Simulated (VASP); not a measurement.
# Ba (Fm-3m) in VASP: single point with LDA

Aim: the single point of Ba with LDA.

All numbers are computed with VASP 6.6.1; they aren't measurements. Logs are shortened: lines on timing, memory, paths and dates and some standing lists are left out, and cuts for length are marked.

### Step 1. The cell of the first run

It takes space group Fm-3m (No. 225, cubic). The conventional cell has a = 6.219 Å, b = 6.219 Å, c = 6.219 Å, α = 90.00°, β = 90.00°, γ = 90.00°. Ba (site symmetry m-3m) has 12 Ba at 4.40 Å within 5.8 Å.

This isn't the form of Ba at room conditions, which is bcc.

### Step 2. Single point, LDA

Input file INCAR:

```
SYSTEM = Ba
PREC = Accurate ; ENCUT = 520
EDIFF = 1E-6 ; ISMEAR = 0
SIGMA = 0.15 ; LREAL = .False.
LASPH = .True. ; NELM = 80
ALGO = Fast ; ISIF = 2
LWAVE = .False. ; LCHARG = .True.
LELF = .True. ; LVHAR = .True.
NBANDS = 11
```

Input file KPOINTS:

```
regular mesh
0
Gamma
  14 14 14
  0 0 0
```

Input file POSCAR:

```
Ba
1.0
    4.1459926301      1.0364981575      1.0364981575
    1.0364981575      4.1459926301      1.0364981575
    1.0364981575      1.0364981575      4.1459926301
Ba
1
Direct
    0.0000000000      0.0000000000      0.0000000000
```

Potentials or basis: VASP PAW LDA potentials, release 64 (Ba_sv).

Started as:

```sh
$ cat potpaw_LDA.64/Ba_sv/POTCAR > POTCAR
$ mpirun -np 1 vasp_std > vasp.out
```

OUTCAR:

```text
SYSTEM = Ba
   PREC = Accurate
   ENCUT = 520
   EDIFF = 1E-6
   ISMEAR = 0
   LREAL = .False.
   LASPH = .True.
   NELM = 80
   ISIF = 2

 ion  position               nearest neighbor table
   1  0.000  0.000  0.000-

  LATTYP: Found a face centered cubic cell.
 ALAT       =     6.2189889451

  Lattice vectors:

 A1 = (   4.1459926301,   1.0364981575,   1.0364981575)
 A2 = (   1.0364981575,   4.1459926301,   1.0364981575)
 A3 = (   1.0364981575,   1.0364981575,   4.1459926301)

Analysis of symmetry for initial positions (statically):
=====================================================================
 Subroutine PRICEL returns:
 Original cell was already a primitive cell.

 Routine SETGRP: Setting up the symmetry group for a
 face centered cubic supercell.

 Subroutine GETGRP returns: Found 48 space group operations
 (whereof 48 operations were pure point group operations)
 out of a pool of 48 trial point group operations.

The static configuration has the point symmetry O_h .

Analysis of symmetry for dynamics (positions and initial velocities):
=====================================================================
 Subroutine PRICEL returns:
 Original cell was already a primitive cell.

 Routine SETGRP: Setting up the symmetry group for a
 face centered cubic supercell.

 Subroutine GETGRP returns: Found 48 space group operations
 (whereof 48 operations were pure point group operations)
 out of a pool of 48 trial point group operations.

The dynamic configuration has the point symmetry O_h .

 Subroutine INISYM returns: Found 48 space group operations
 (whereof 48 operations are pure point group operations),
 and found     1 'primitive' translations

----------------------------------------------------------------------------------------

                                     Primitive cell

  volume of cell :      60.1311

  direct lattice vectors                    reciprocal lattice vectors
     4.145992630  1.036498158  1.036498158     0.267996403 -0.053599281 -0.053599281
     1.036498158  4.145992630  1.036498158    -0.053599281  0.267996403 -0.053599281
     1.036498158  1.036498158  4.145992630    -0.053599281 -0.053599281  0.267996403

  length of vectors
     4.397489255  4.397489255  4.397489255     0.278510032  0.278510032  0.278510032

  position of ions in fractional coordinates (direct lattice)
     0.000000000  0.000000000  0.000000000

  ion indices of the primitive-cell ions
   primitive index   ion index
                 1           1

----------------------------------------------------------------------------------------

 KPOINTS: regular mesh

Automatic generation of k-mesh.
 Grid dimensions read from file:
 generate k-points for:   14   14   14

 Generating k-lattice:

  Cartesian coordinates                     Fractional coordinates (reciprocal lattice)
     0.019142600 -0.003828520 -0.003828520     0.071428571 -0.000000000 -0.000000000
    -0.003828520  0.019142600 -0.003828520    -0.000000000  0.071428571 -0.000000000
    -0.003828520 -0.003828520  0.019142600    -0.000000000 -0.000000000  0.071428571

  Length of vectors
     0.019893574  0.019893574  0.019893574

  Shift w.r.t. Gamma in fractional coordinates (k-lattice)
     0.000000000  0.000000000  0.000000000

 Subroutine IBZKPT returns following result:
 ===========================================

 Found    104 irreducible k-points:

 Following reciprocal coordinates:
            Coordinates               Weight
  0.000000  0.000000  0.000000      1.000000
  0.071429 -0.000000 -0.000000      8.000000
  0.142857 -0.000000 -0.000000      8.000000
  0.214286  0.000000  0.000000      8.000000
  0.285714 -0.000000 -0.000000      8.000000
  0.357143 -0.000000 -0.000000      8.000000
[... 16 lines left out ...]
  0.214286  0.142857  0.000000     24.000000
  0.285714  0.142857 -0.000000     24.000000
 [... further k-points ...]
   k-points           NKPTS =    104   k-points in BZ     NKDIM =    104   number of bands    NBANDS=     11
   number of dos      NEDOS =    301   number of ions     NIONS =      1
   total plane-waves  NPLWV =  46656
   dimension x,y,z NGX =    36 NGY =   36 NGZ =   36
   dimension x,y,z NGXF=    72 NGYF=   72 NGZF=   72
   ions per type =               1
   NGX,Y,Z   is equivalent  to a cutoff of  13.61, 13.61, 13.61 a.u.
   NGXF,Y,Z  is equivalent  to a cutoff of  27.22, 27.22, 27.22 a.u.
 SYSTEM =  Ba
   PREC   = accura    normal or accurate (medium, high low for compatibility)
   ISTART =      0    job   : 0-new  1-cont  2-samecut
   ICHARG =      2    charge: 1-file 2-atom 10-const
   ISPIN  =      1    spin polarized calculation?
   LNONCOLLINEAR =      F non collinear calculations
   LSORBIT =      F    spin-orbit coupling
   LASPH  =      T    aspherical Exc in radial PAW
   ENCUT  =  520.0 eV  38.22 Ry    6.18 a.u.   8.18  8.18  8.18*2*pi/ulx,y,z
   NELM   =     80;   NELMIN=  2; NELMDL= -5     # of ELM steps
   EDIFF  = 0.1E-05   stopping-criterion for ELM
   LREAL  =      F    real-space projection
   EDIFFG = 0.1E-04   stopping-criterion for IOM
   NSW    =      0    number of steps for IOM
   IBRION =     -1    ionic relax: 0-MD 1-quasi-New 2-CG
   NFREE  =      0    steps in history (QN), initial steepest desc. (CG)
   ISIF   =      2    stress and relaxation
   ISYM   =      2    0-nonsym 1-usesym 2-fastsym
   POTIM  = 0.5000    time-step for ionic-motion
   TEBEG  =    0.0;   TEEND  =   0.0 temperature during run
   PSTRESS=    0.0 pullay stress
   NELECT =      10.0000    total number of electrons
   NUPDOWN=      -1.0000    fix difference up-down
   EMIN   =  10.00;   EMAX   =-10.00  energy-range for DOS
   EFERMI =   0.00;   METHOD = LEGACY
   ISMEAR =     0;   SIGMA  =   0.15  broadening in eV -4-tet -1-fermi 0-gaus
   EFERMI_NEDOS =   21; number of points for ismear=-14 and -15
   IALGO  =     68    algorithm
   IMIX   =      4    mixing-type and parameters
     AMIX     =   0.40;   BMIX     =  1.00
     AMIX_MAG =   1.60;   BMIX_MAG =  1.00
  volume/ion in A,a.u.               =      60.13       405.78
  Fermi-wavevector in a.u.,A,eV,Ry     =   0.900275  1.701272 11.027448  0.810495
  Thomas-Fermi vector in A             =   2.023212
   LORBIT       =      0    0 simple, 1 ext, 2 COOP (PROOUT), +10 PAW based schemes
   GGA     = CA    functional components
   LHFCALC =     F    Hartree Fock is set to
   AEXX    =    0.0000 exact exchange contribution
   IVDW    =     0    specifies the selected vdW correction
   LEPSILON=     F    determine dielectric tensor
   LRPA    =     F    only Hartree local field effects (RPA)
 non-spin polarized calculation
 RMM-DIIS sequential band-by-band and
 Gauss-broadening in eV      SIGMA  =   0.15
  energy-cutoff  :      520.00
  volume of cell :       60.13
 maximum number of plane-waves:      1639
 NGX is ok and might be reduce to    36
   NGX = 17   NGY = 17   NGZ = 17

 number of electron      10.0000000 magnetization

 Free energy of the ion-electron system (eV)
  ---------------------------------------------------
  ext. energy  EPLUGINS =         0.00000000
  ---------------------------------------------------
  free energy    TOTEN  =        -2.22805600 eV

  energy without entropy =       -2.20981093  energy(sigma->0) =       -2.21893347

 E-fermi :   1.6144     XC(G=0):  -7.7653

 val. band max:        1.6111341341   @ k =  -0.3571   0.3571   0.1429
 cond. band min:       1.6297540480   @ k =   0.3571   0.3571  -0.0000
 fundamental gap:      0.0186199139
 Fermi energy:         1.6143530512

 k-point     1 :       0.0000    0.0000    0.0000
  band No.  band energies     occupation
      1     -27.1338      2.00000
      2     -12.0716      2.00000
      3     -12.0716      2.00000
      4     -12.0716      2.00000
      5      -1.1944      2.00000
      6       3.3848      0.00000
      7       3.3848      0.00000
      8       3.3848      0.00000
      9       5.0353      0.00000
     10       5.0353      0.00000
     11       7.7720      0.00000

 k-point     2 :       0.0714   -0.0000   -0.0000
  band No.  band energies     occupation
      1     -27.1313      2.00000
      2     -12.1009      2.00000
      3     -12.0752      2.00000
      4     -12.0752      2.00000
      5      -1.0975      2.00000
      6       3.2690      0.00000
      7       3.4321      0.00000
      8       3.4321      0.00000
      9       4.9694      0.00000
     10       4.9694      0.00000
     11       8.0061      0.00000

 k-point     3 :       0.1429   -0.0000   -0.0000
  band No.  band energies     occupation
      1     -27.1244      2.00000
      2     -12.1814      2.00000
      3     -12.0853      2.00000
      4     -12.0853      2.00000
      5      -0.8224      2.00000
      6       3.0015      0.00000
      7       3.5403      0.00000
      8       3.5403      0.00000
      9       4.8492      0.00000
     10       4.8492      0.00000
     11       8.4714      0.00000

 k-point     4 :       0.2143    0.0000    0.0000
  band No.  band energies     occupation
      1     -27.1144      2.00000
      2     -12.2945      2.00000
      3     -12.0997      2.00000
      4     -12.0997      2.00000
      5      -0.4183      2.00000
      6       2.7266      0.00000
      7       3.5975      0.00000
      8       3.5975      0.00000
      9       4.8665      0.00000
     10       4.8665      0.00000
     11       8.1924      0.00000
[... 239 lines left out ...]
 k-point    22 :       0.1429    0.1429   -0.0000
  band No.  band energies     occupation
      1     -27.1213      2.00000
      2     -12.1786      2.00000
      3     -12.1092      2.00000
      4     -12.1092      2.00000
      5      -0.6979      2.00000
      6       2.8053      0.00000
      7       3.6936      0.00000
      8       3.6936      0.00000
      9       4.2334      0.00000
     10       5.2310      0.00000
     11       8.9137      0.00000

 k-point    23 :       0.2143    0.1429    0.0000
  band No.  band energies     occupation
      1     -27.1138      2.00000
      2     -12.2519      2.00000
      3     -12.1277      2.00000
      4     -12.1233      2.00000
      5      -0.3922      2.00000
      6       2.5714      0.00000
      7       3.6766      0.00000
      8       3.8398      0.00000
      9       4.1382      0.00000
     10       5.3258      0.00000
     11       9.3056      0.00000

 k-point    24 :       0.2857    0.1429   -0.0000
  band No.  band energies     occupation
      1     -27.1040      2.00000
      2     -12.3512      2.00000
      3     -12.1458      2.00000
      4     -12.1404      2.00000
      5       0.0183      2.00000
      6       2.3778      0.00000
      7       3.3568      0.00000
      8       3.8902      0.00000
      9       4.5106      0.00000
     10       5.5315      0.00000
     11       8.8496      0.00000

 [... further k-points ...]

------------------------ aborting loop because EDIFF is reached ----------------------------------------

  FORCE on cell =-STRESS in cart. coord.  units (eV):
  Direction    XX          YY          ZZ          XY          YZ          ZX
  --------------------------------------------------------------------------------------
  -------------------------------------------------------------------------------------
  Total       -0.3220354     -0.3220354     -0.3220354      0.0000000      0.0000000      0.0000000
  in kB       -8.5805455     -8.5805455     -8.5805455      0.0000000      0.0000000      0.0000000
  external PRESSURE =      -8.5805455 kB  Pullay stress =       0.0000000 kB

 VOLUME and BASIS-vectors are now :
 -----------------------------------------------------------------------------
  energy-cutoff  :      520.00
  volume of cell :       60.13
      direct lattice vectors                 reciprocal lattice vectors
     4.145992630  1.036498158  1.036498158     0.267996403 -0.053599281 -0.053599281
     1.036498158  4.145992630  1.036498158    -0.053599281  0.267996403 -0.053599281
     1.036498158  1.036498158  4.145992630    -0.053599281 -0.053599281  0.267996403

 POSITION                                       TOTAL-FORCE (eV/Angst)
 -----------------------------------------------------------------------------------
      0.00000      0.00000      0.00000        -0.000000      0.000000     -0.000000
 -----------------------------------------------------------------------------------
    total drift:                               -0.000000     -0.000000     -0.000000

  FREE ENERGIE OF THE ION-ELECTRON SYSTEM (eV)
  ---------------------------------------------------
  free  energy   TOTEN  =        -2.2280560036 eV

  energy  without entropy=       -2.2098109292  energy(sigma->0) =       -2.21893347
```

It took 47 s on 1 thread of AMD EPYC 9R45 (Zen 5), shared host; peak memory 0.19 GiB.

Results:

```yaml
Free_energy: -2.2281 eV
Pressure: -0.9 GPa
Band_gap_on_the_k_mesh: zero (bands 5 and 6 overlap by 0.37 eV)
```

Levels at points of the mesh, in eV from the Fermi level:
| k point | band 2 | band 3 | band 4 | band 5 | band 6 | band 7 | band 8 | band 9 |
| --- | --- | --- | --- | --- | --- | --- | --- | --- |
| (0.00, 0.00, 0.00) | -13.69 | -13.69 | -13.69 | -2.81 | 1.77 | 1.77 | 1.77 | 3.42 |
| (0.50, 0.00, 0.00) | -14.23 | -13.76 | -13.76 | -1.00 | 1.27 | 1.62 | 1.62 | 4.70 |
| (0.50, 0.50, 0.00) | -14.20 | -13.88 | -13.88 | -0.87 | -0.24 | 2.30 | 4.72 | 5.10 |

Caveat: spin-orbit coupling is left out, which moves the levels of the heavy elements.
